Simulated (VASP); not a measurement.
Wanted: the native input for a VASP 6.6.1 run.

| Item | Value |
| --- | --- |
| Task | relaxation of cell and atoms |
| Functional | PBE |
| Potentials or basis | VASP PAW PBE potentials, release 64 (Cr_pv, Pd) |
| Cutoff | 600 eV |
| k mesh | 6 × 6 × 6 |
| Occupations | gaussian, width 0.1 eV |
| Spin | no spin polarisation |
| Dipole correction | no |
| Further INCAR settings | ALGO = Normal; EDIFF = 1e-07; IBRION = 2; EDIFFG = -0.04; NSW = 90; ISIF = 3 |

The structure of Cr2Pd lies in POSCAR:

```
Cr2Pd
1.0
    0.0000000000      2.6424109991      2.6424109991
    2.6424109991      0.0000000000      2.6424109991
    2.6424109991      2.6424109991      0.0000000000
Cr Pd
2 1
Direct
    0.2500000000      0.2500000000      0.2500000000
    0.7500000000      0.7500000000      0.7500000000
    0.0000000000      0.0000000000      0.0000000000
```

These files were run (other wordings do the same):

INCAR

```
SYSTEM = Cr2Pd
PREC = Accurate
ENCUT = 600
EDIFF = 1E-7
ISMEAR = 0
SIGMA = 0.1
LREAL = .FALSE.
LASPH = .TRUE.
NELM = 80
ALGO = Normal
ISIF = 3
LWAVE = .FALSE.
LCHARG = .FALSE.
GGA = PE
IBRION = 2
NSW = 90
EDIFFG = -0.04
```

KPOINTS

```
Automatic mesh
0
G
  6 6 6
  0 0 0
```

Potentials or basis: VASP PAW PBE potentials, release 64 (Cr_pv, Pd).

Launch:

```console
$ cat potpaw_PBE.64/Cr_pv/POTCAR potpaw_PBE.64/Pd/POTCAR > POTCAR
$ mpirun -np 1 vasp_std > vasp.out
```

It gave:

```json
{"Relaxed volume": "15.70 Å³/atom", "Relaxed cell": "a = 4.053 Å, b = 4.053 Å, c = 4.053 Å, α = 60.00°, β = 60.00°, γ = 60.00°", "Space group after relaxing (to 0.1 Å)": "Fm-3m (No. 225)", "Energy gained by relaxing": "575.4 meV/atom", "Ionic steps": "5", "Pressure after relaxing": "0.0 GPa", "Band gap on the k mesh": "zero (bands 17 and 18 overlap by 0.41 eV)"}
```

Caveat: the volume moved by over 15 % at a fixed basis, so the end points are rough; the run has no spin polarisation, though such a crystal can be magnetic.

Wall time 57 s on 1 thread of Intel(R) Xeon(R) 6975P-C (Granite Rapids), with other jobs on the host, peak memory 0.18 GiB.
